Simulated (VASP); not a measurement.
# Ta (Immm) in VASP: further runs

Runs on Ta. Level: PBE. Tasks: single point.

Program: VASP 6.6.1. These are calculated values, not measurements. Logs are shortened: lines on timing, memory, paths and dates and some standing lists are left out, and cuts for length are marked.

## 1. The cell of the first run

Symmetry: Immm, No. 71, orthorhombic system. The conventional cell has a = 3.319 Å, b = 3.568 Å, c = 3.593 Å, α = 90.00°, β = 90.00°, γ = 90.00°. Within 4.0 Å of Ta (site symmetry mmm) lie 14 Ta at 3.03 to 3.59 Å.

## 2. Single point, PBE (normal strain along x +0.0825, normal strain along z +0.0750)

Input file INCAR:

```
SYSTEM = Ta
ALGO = Fast
EDIFF = 1E-7
ENCUT = 520
GGA = PE
ISIF = 2
ISMEAR = 0
LASPH = .TRUE.
LCHARG = .FALSE.
LREAL = .FALSE.
LWAVE = .FALSE.
NBANDS = 12
NELM = 80
PREC = Accurate
SIGMA = 0.15
```

Input file KPOINTS:

```
k-points
0
G
  18 18 18
  0 0 0
```

Input file POSCAR:

```
Ta
1.0
   -1.7963909633      1.6594835689      1.7839448366
    1.7963909633     -1.6594835689      1.7839448366
    1.7963909633      1.6594835689     -1.7839448366
Ta
1
Direct
    0.0000000000      0.0000000000      0.0000000000
```

Potentials or basis: VASP PAW PBE potentials, release 64 (Ta_pv).

Started as:

```sh
$ cat potpaw_PBE.64/Ta_pv/POTCAR > POTCAR
$ mpirun -np 1 vasp_std > vasp.out
```

OUTCAR:

```text
SYSTEM = Ta
   EDIFF = 1E-7
   ENCUT = 520
   GGA = PE
   ISIF = 2
   ISMEAR = 0
   LASPH = .TRUE.
   LREAL = .FALSE.
   NELM = 80
   PREC = Accurate

 ion  position               nearest neighbor table
   1  0.000  0.000  0.000-

  LATTYP: Found a body centered orthorhombic cell.
 ALAT       =     3.3189671378
 B/A-ratio  =     1.0750000000
 C/A-ratio  =     1.0825000000

  Lattice vectors:

 A1 = (  -1.7963909633,  -1.6594835689,  -1.7839448366)
 A2 = (  -1.7963909633,   1.6594835689,   1.7839448366)
 A3 = (   1.7963909633,   1.6594835689,  -1.7839448366)

Analysis of symmetry for initial positions (statically):
=====================================================================
 Subroutine PRICEL returns:
 Original cell was already a primitive cell.

 Routine SETGRP: Setting up the symmetry group for a
 body centered orthorhombic supercell.

 Subroutine GETGRP returns: Found  8 space group operations
 (whereof  8 operations were pure point group operations)
 out of a pool of  8 trial point group operations.

The static configuration has the point symmetry D_2h.

Analysis of symmetry for dynamics (positions and initial velocities):
=====================================================================
 Subroutine PRICEL returns:
 Original cell was already a primitive cell.

 Routine SETGRP: Setting up the symmetry group for a
 body centered orthorhombic supercell.

 Subroutine GETGRP returns: Found  8 space group operations
 (whereof  8 operations were pure point group operations)
 out of a pool of  8 trial point group operations.

The dynamic configuration has the point symmetry D_2h.

 Subroutine INISYM returns: Found  8 space group operations
 (whereof  8 operations are pure point group operations),
 and found     1 'primitive' translations

----------------------------------------------------------------------------------------

                                     Primitive cell

  volume of cell :      21.2723

  direct lattice vectors                    reciprocal lattice vectors
    -1.796390963  1.659483569  1.783944837     0.000000000  0.301298554  0.280277725
     1.796390963 -1.659483569  1.783944837     0.278335847  0.000000000  0.280277725
     1.796390963  1.659483569 -1.783944837     0.278335847  0.301298554  0.000000000

  length of vectors
     3.027105117  3.027105117  3.027105117     0.411505069  0.395001831  0.410184912

  position of ions in fractional coordinates (direct lattice)
     0.000000000  0.000000000  0.000000000

  ion indices of the primitive-cell ions
   primitive index   ion index
                 1           1

----------------------------------------------------------------------------------------

 KPOINTS: k-points

Automatic generation of k-mesh.
 Grid dimensions read from file:
 generate k-points for:   18   18   18

 Generating k-lattice:

  Cartesian coordinates                     Fractional coordinates (reciprocal lattice)
     0.000000000  0.016738809  0.015570985     0.055555556  0.000000000  0.000000000
     0.015463103  0.000000000  0.015570985     0.000000000  0.055555556  0.000000000
     0.015463103  0.016738809  0.000000000     0.000000000  0.000000000  0.055555556

  Length of vectors
     0.022861393  0.021944546  0.022788051

  Shift w.r.t. Gamma in fractional coordinates (k-lattice)
     0.000000000  0.000000000  0.000000000

 Subroutine IBZKPT returns following result:
 ===========================================

 Found    865 irreducible k-points:

 Following reciprocal coordinates:
            Coordinates               Weight
  0.000000  0.000000  0.000000      1.000000
  0.055556 -0.000000  0.000000      4.000000
  0.111111 -0.000000  0.000000      4.000000
  0.166667 -0.000000  0.000000      4.000000
  0.222222 -0.000000  0.000000      4.000000
  0.277778 -0.000000  0.000000      4.000000
[... 16 lines left out ...]
 -0.333333  0.055556 -0.000000      8.000000
 -0.277778  0.055556 -0.000000      8.000000
 [... further k-points ...]
   k-points           NKPTS =    865   k-points in BZ     NKDIM =    865   number of bands    NBANDS=     12
   number of dos      NEDOS =    301   number of ions     NIONS =      1
   total plane-waves  NPLWV =  13824
   dimension x,y,z NGX =    24 NGY =   24 NGZ =   24
   dimension x,y,z NGXF=    48 NGYF=   48 NGZF=   48
   ions per type =               1
   NGX,Y,Z   is equivalent  to a cutoff of  13.18, 13.18, 13.18 a.u.
   NGXF,Y,Z  is equivalent  to a cutoff of  26.36, 26.36, 26.36 a.u.
 SYSTEM =  Ta
   PREC   = accura    normal or accurate (medium, high low for compatibility)
   ISTART =      0    job   : 0-new  1-cont  2-samecut
   ICHARG =      2    charge: 1-file 2-atom 10-const
   ISPIN  =      1    spin polarized calculation?
   LNONCOLLINEAR =      F non collinear calculations
   LSORBIT =      F    spin-orbit coupling
   LASPH  =      T    aspherical Exc in radial PAW
   ENCUT  =  520.0 eV  38.22 Ry    6.18 a.u.   5.63  5.63  5.63*2*pi/ulx,y,z
   NELM   =     80;   NELMIN=  2; NELMDL= -5     # of ELM steps
   EDIFF  = 0.1E-06   stopping-criterion for ELM
   LREAL  =      F    real-space projection
   EDIFFG = 0.1E-05   stopping-criterion for IOM
   NSW    =      0    number of steps for IOM
   IBRION =     -1    ionic relax: 0-MD 1-quasi-New 2-CG
   NFREE  =      0    steps in history (QN), initial steepest desc. (CG)
   ISIF   =      2    stress and relaxation
   ISYM   =      2    0-nonsym 1-usesym 2-fastsym
   POTIM  = 0.5000    time-step for ionic-motion
   TEBEG  =    0.0;   TEEND  =   0.0 temperature during run
   PSTRESS=    0.0 pullay stress
   NELECT =      11.0000    total number of electrons
   NUPDOWN=      -1.0000    fix difference up-down
   EMIN   =  10.00;   EMAX   =-10.00  energy-range for DOS
   EFERMI =   0.00;   METHOD = LEGACY
   ISMEAR =     0;   SIGMA  =   0.15  broadening in eV -4-tet -1-fermi 0-gaus
   EFERMI_NEDOS =   21; number of points for ismear=-14 and -15
   IALGO  =     68    algorithm
   IMIX   =      4    mixing-type and parameters
     AMIX     =   0.40;   BMIX     =  1.00
     AMIX_MAG =   1.60;   BMIX_MAG =  1.00
  volume/ion in A,a.u.               =      21.27       143.55
  Fermi-wavevector in a.u.,A,eV,Ry     =   1.314016  2.483130 23.492336  1.726638
  Thomas-Fermi vector in A             =   2.444298
   LORBIT       =      0    0 simple, 1 ext, 2 COOP (PROOUT), +10 PAW based schemes
   GGA     = PE    functional components
   LHFCALC =     F    Hartree Fock is set to
   AEXX    =    0.0000 exact exchange contribution
   IVDW    =     0    specifies the selected vdW correction
   LEPSILON=     F    determine dielectric tensor
   LRPA    =     F    only Hartree local field effects (RPA)
 non-spin polarized calculation
 RMM-DIIS sequential band-by-band and
 Gauss-broadening in eV      SIGMA  =   0.15
  energy-cutoff  :      520.00
  volume of cell :       21.27
 maximum number of plane-waves:       587
   NGX = 11   NGY = 11   NGZ = 11

 number of electron      11.0000003 magnetization

 Free energy of the ion-electron system (eV)
  ---------------------------------------------------
  ext. energy  EPLUGINS =         0.00000000
  ---------------------------------------------------
  free energy    TOTEN  =       -11.57632971 eV

  energy without entropy =      -11.55776543  energy(sigma->0) =      -11.56704757

 E-fermi :   4.2518     XC(G=0): -11.7908

 val. band max:        4.2502668099   @ k =   0.0000   0.2778   0.0000
 cond. band min:       4.2534934234   @ k =   0.4444   0.3333   0.1111
 fundamental gap:      0.0032266135
 Fermi energy:         4.2518019871

 k-point     1 :       0.0000    0.0000    0.0000
  band No.  band energies     occupation
      1     -29.5094      2.00000
      2     -29.5088      2.00000
      3     -29.4945      2.00000
      4      -3.0364      2.00000
      5       4.4158      0.12215
      6       5.2012      0.00000
      7       5.2652      0.00000
      8       7.0300      0.00000
      9       8.1171      0.00000
     10      18.0195      0.00000
     11      18.1206      0.00000
     12      19.3717      0.00000

 k-point     2 :       0.0556   -0.0000    0.0000
  band No.  band energies     occupation
      1     -29.5246      2.00000
      2     -29.5166      2.00000
      3     -29.5007      2.00000
      4      -2.9190      2.00000
      5       4.4340      0.08592
      6       5.2119      0.00000
      7       5.2313      0.00000
      8       7.0319      0.00000
      9       8.0215      0.00000
     10      18.2337      0.00000
     11      18.3227      0.00000
     12      19.4958      0.00000

 k-point     3 :       0.1111   -0.0000    0.0000
  band No.  band energies     occupation
      1     -29.5835      2.00000
      2     -29.5373      2.00000
      3     -29.5046      2.00000
      4      -2.5756      2.00000
      5       4.3802      0.22591
      6       5.1002      0.00000
      7       5.3689      0.00000
      8       7.0563      0.00000
      9       7.8198      0.00000
     10      18.7722      0.00000
     11      18.8537      0.00000
     12      19.8032      0.00000
[... 286 lines left out ...]
 k-point    23 :      -0.3333    0.0556   -0.0000
  band No.  band energies     occupation
      1     -29.9618      2.00000
      2     -29.6667      2.00000
      3     -29.5297      2.00000
      4      -0.1958      2.00000
      5       3.3604      2.00000
      6       4.1081      1.82468
      7       7.3448      0.00000
      8       7.8786      0.00000
      9       8.2203      0.00000
     10      17.1422      0.00000
     11      17.6114      0.00000
     12      18.3399      0.00000

 k-point    24 :      -0.2778    0.0556   -0.0000
  band No.  band energies     occupation
      1     -29.8541      2.00000
      2     -29.6249      2.00000
      3     -29.5256      2.00000
      4      -0.8889      2.00000
      5       3.6705      2.00000
      6       4.2557      0.97077
      7       6.9526      0.00000
      8       7.2957      0.00000
      9       7.8675      0.00000
     10      18.2367      0.00000
     11      18.3308      0.00000
     12      19.1772      0.00000

 [... further k-points ...]

------------------------ aborting loop because EDIFF is reached ----------------------------------------

  FORCE on cell =-STRESS in cart. coord.  units (eV):
  Direction    XX          YY          ZZ          XY          YZ          ZX
  --------------------------------------------------------------------------------------
  -------------------------------------------------------------------------------------
  Total       -3.0667502     -2.5762486     -3.0096217      0.0000000      0.0000000      0.0000000
  in kB     -230.9796668   -194.0363572   -226.6769001      0.0000000      0.0000000      0.0000000
  external PRESSURE =    -217.2309747 kB  Pullay stress =       0.0000000 kB

 VOLUME and BASIS-vectors are now :
 -----------------------------------------------------------------------------
  energy-cutoff  :      520.00
  volume of cell :       21.27
      direct lattice vectors                 reciprocal lattice vectors
    -1.796390963  1.659483569  1.783944837     0.000000000  0.301298554  0.280277725
     1.796390963 -1.659483569  1.783944837     0.278335847  0.000000000  0.280277725
     1.796390963  1.659483569 -1.783944837     0.278335847  0.301298554  0.000000000

 POSITION                                       TOTAL-FORCE (eV/Angst)
 -----------------------------------------------------------------------------------
      0.00000      0.00000      0.00000         0.000000     -0.000000      0.000000
 -----------------------------------------------------------------------------------
    total drift:                               -0.000000      0.000000     -0.000000

  FREE ENERGIE OF THE ION-ELECTRON SYSTEM (eV)
  ---------------------------------------------------
  free  energy   TOTEN  =       -11.5763297077 eV

  energy  without entropy=      -11.5577654310  energy(sigma->0) =      -11.56704757
```

Wall time 76 s (1 thread of Intel Xeon 6975P-C (Granite Rapids), shared host); peak memory 0.31 GiB.

What came out:

```yaml
Free_energy: -11.5763 eV
Pressure: -21.7 GPa
```

Caveat: the cell differs from its parent crystal (normal strain along x +0.0825, normal strain along z +0.0750); spin-orbit coupling is left out, which moves the levels of the heavy elements.

(Continued in part 2 of 2.)
